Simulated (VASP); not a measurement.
A run of VASP 6.6.1 is set up as follows.

The input INCAR:

```
SYSTEM = BAs
PREC = Accurate
ENCUT = 520
EDIFF = 1E-6
ISMEAR = -1
SIGMA = 0.03
LREAL = .FALSE.
LASPH = .TRUE.
NELM = 80
ALGO = Normal
ISIF = 2
LWAVE = .FALSE.
LCHARG = .FALSE.
GGA = PS
NBANDS = 11
```

The input KPOINTS:

```
regular mesh
0
G
  15 15 15
  0 0 0
```

Contents of POSCAR:

```
BAs
1.0
    0.0000000000      2.3885000000      2.3885000000
    2.3885000000      0.0000000000      2.3885000000
    2.3885000000      2.3885000000      0.0000000000
B As
1 1
Direct
    0.0000000000      0.0000000000      0.0000000000
    0.7500000000      0.7500000000      0.7500000000
```

Potentials or basis: VASP PAW PBE potentials, release 64 (B, As).

The run is started by

```sh
$ cat potpaw_PBE.64/B/POTCAR potpaw_PBE.64/As/POTCAR > POTCAR
$ mpirun -np 1 vasp_std > vasp.out
```

Estimate the band gap on the k mesh.

1.08 eV, indirect (least direct gap 3.24 eV).

What does it give for the pressure?

0.1 GPa.

Caveat: the PAW data sets were made with another functional, which shifts forces and pressure a little. As with any semilocal functional, this PBEsol gap is likely too small.
